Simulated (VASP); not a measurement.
# CoPtO2: relaxation of cell and atoms with PBE

CoPtO2:

```
Co Pt O
1.0
     1.41227    0.81537    5.93939
    -1.41227    0.81537    5.93939
     0.00000   -1.63075    5.93939
Co Pt O
1 1 2
Direct
  0.50000 0.50000 0.50000
  0.00000 0.00000 0.00000
  0.88776 0.88776 0.88776
  0.11224 0.11224 0.11224
```

* Program: VASP 6.6.1
* Task: relaxation of cell and atoms
* Functional: PBE
* Potentials or basis: VASP PAW PBE potentials, release 64 (Co, Pt, O)
* Cutoff: 600 eV
* k mesh: 18 × 18 × 18
* Occupations: gaussian, width 0.1 eV
* Spin: no spin polarisation
* Dipole correction: no
* Further INCAR settings: ALGO = Normal; EDIFF = 1e-06; IBRION = 2; EDIFFG = -0.002; NSW = 100; ISIF = 3

```json
{"Relaxed volume": "10.51 Å³/atom", "Relaxed cell": "a = 6.188 Å, b = 6.188 Å, c = 6.188 Å, α = 26.65°, β = 26.65°, γ = 26.65°", "Space group after relaxing (to 0.1 Å)": "R-3m (No. 166)", "Energy gained by relaxing": "4.5 meV/atom", "Ionic steps": "12", "Pressure after relaxing": "0.0 GPa", "Band gap on the k mesh": "zero (an odd number of electrons rules out a gap without spin polarisation)"}
```

The path:
| step | energy change (eV) | largest force (eV/Å) | pressure (GPa) | volume (Å³) |
| --- | --- | --- | --- | --- |
| 1 | 0.0000 | 0.0936 | 5.93 | 41.04 |
| 2 | 0.0130 | 0.1205 | -6.96 | 43.33 |
| 3 | -0.0174 | 0.0046 | -0.02 | 42.00 |
| 4 | -0.0181 | 0.0621 | 0.04 | 42.03 |
| 5 | -0.0181 | 0.0540 | 0.04 | 42.03 |
| 6 | -0.0182 | 0.0022 | 0.02 | 42.04 |
| 7 | -0.0182 | 0.0008 | 0.06 | 42.05 |
| 8 | -0.0182 | 0.0040 | -0.06 | 42.05 |
| 9 | -0.0182 | 0.0009 | -0.13 | 42.05 |
| 10 | -0.0182 | 0.0137 | 0.22 | 42.00 |
| 11 | -0.0182 | 0.0034 | 0.09 | 42.04 |
| 12 | -0.0182 | 0.0017 | -0.02 | 42.04 |

Final structure:
```cif
data_structure
_symmetry_space_group_name_H-M 'P 1'
_symmetry_Int_Tables_number 1
_cell_length_a 6.1885
_cell_length_b 6.1885
_cell_length_c 6.1885
_cell_angle_alpha 26.652
_cell_angle_beta 26.652
_cell_angle_gamma 26.652
_cell_volume 42.04
loop_
_atom_site_label
_atom_site_type_symbol
_atom_site_fract_x
_atom_site_fract_y
_atom_site_fract_z
_atom_site_occupancy
Co1 Co 0.50000 0.50000 0.50000 1
Pt1 Pt 0.00000 0.00000 0.00000 1
O1 O 0.88772 0.88772 0.88772 1
O2 O 0.11228 0.11228 0.11228 1
```

Levels at points of the mesh, in eV from the Fermi level:
```csv
k point,band 12,band 13,band 14,band 15,band 16,band 17,band 18,band 19
"(0.00, 0.00, 0.00)",-1.86,-1.86,-1.54,-1.54,-1.45,1.83,1.83,2.73
"(0.50, 0.00, 0.00)",-1.36,-1.21,-0.98,0.05,0.98,1.29,1.30,2.58
"(0.50, 0.50, 0.00)",-1.76,-1.21,-1.01,0.05,0.14,1.71,2.16,2.59
"(0.50, 0.50, 0.50)",-1.79,-1.79,-0.85,-0.69,-0.69,1.40,1.40,3.97
```

Wall time 2.5 h on 1 thread of Intel(R) Xeon(R) Platinum 8488C (Sapphire Rapids), with other jobs on the host, peak memory 0.9 GiB.

Caveat: spin-orbit coupling is left out, which moves the levels of the heavy elements; an odd number of electrons without spin polarisation forces a metal; a magnetic or distorted state may lie lower; the run has no spin polarisation, though such a crystal can be magnetic; semilocal functionals often make such compounds metallic where correlation or magnetic order opens a gap, which also shifts bond lengths. Spin polarisation is off, so any magnetic state and its effect on volume and gap are missing.
